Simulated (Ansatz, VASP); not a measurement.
## MgInAu4: VASP beside Ansatz

```
Au Mg In
1.0
     0.00000    3.82094    3.82094
     3.82094    0.00000    3.82094
     3.82094    3.82094    0.00000
Au Mg In
4 1 1
Direct
  0.62519 0.62519 0.62519
  0.12443 0.62519 0.62519
  0.62519 0.62519 0.12443
  0.62519 0.12443 0.62519
  0.00000 0.00000 0.00000
  0.25000 0.25000 0.25000
```

Alike in both runs: functional LDA; k mesh 6 × 6 × 6; no spin polarisation.

Ansatz relaxed the structure, and its values are those at the end. VASP's run is a single point on that final structure, the one shown.

```csv
,VASP,Ansatz
version,VASP 6.6.1,Ansatz 0.2.0
potentials or method,"VASP PAW LDA potentials, release 64 (Au, Mg, In_d), cutoff 520 eV",PAW plane waves
occupations,"methfessel-paxton of order 1, width 0.0811 eV","cold, width 0.0811 eV"
valence electrons in the cell,59,99
```

```csv
,VASP,Ansatz,Ansatz less VASP
pressure (GPa),0.9,0.9,-0.01
```

LDA's correlation is that of Perdew and Zunger in VASP and of Perdew and Wang (1992) in Ansatz. VASP's potentials hold 59 valence electrons a cell and Ansatz's 99, so a difference there can come from the potentials and not from the codes. Ansatz's warnings: stress scf threshold loose.

Neither program's run includes spin-orbit coupling.
